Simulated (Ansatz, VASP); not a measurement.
**One calculation of Sc, two programs**

```
Sc
1.0
     1.66771    2.88856    0.00000
    -1.66771    2.88856    0.00000
     0.00000    0.00000    5.31039
Sc
2
Direct
  0.33333 0.33334 0.25000
  0.66666 0.66667 0.75000
```

Alike in both runs: task single point; functional PBE; k mesh 12 × 12 × 7; no spin polarisation.

|  | VASP | Ansatz |
| --- | --- | --- |
| version | VASP 6.6.1 | Ansatz 0.2.0 |
| potentials or method | VASP PAW PBE potentials, release 64 (Sc_sv), cutoff 520 eV | PAW plane waves |
| occupations | fermi-dirac, width 0.1 eV | fermi-dirac |
| valence electrons in the cell | 22 | 22 |

|  | VASP | Ansatz | Ansatz less VASP |
| --- | --- | --- | --- |
| pressure (GPa) | -1.7 | -1.7 | -0.03 |
| traceless stress, the component that is largest in VASP (GPa) | -0.78 | -0.78 | -0.002 |

Ansatz's warnings: structure snapped to symmetry.
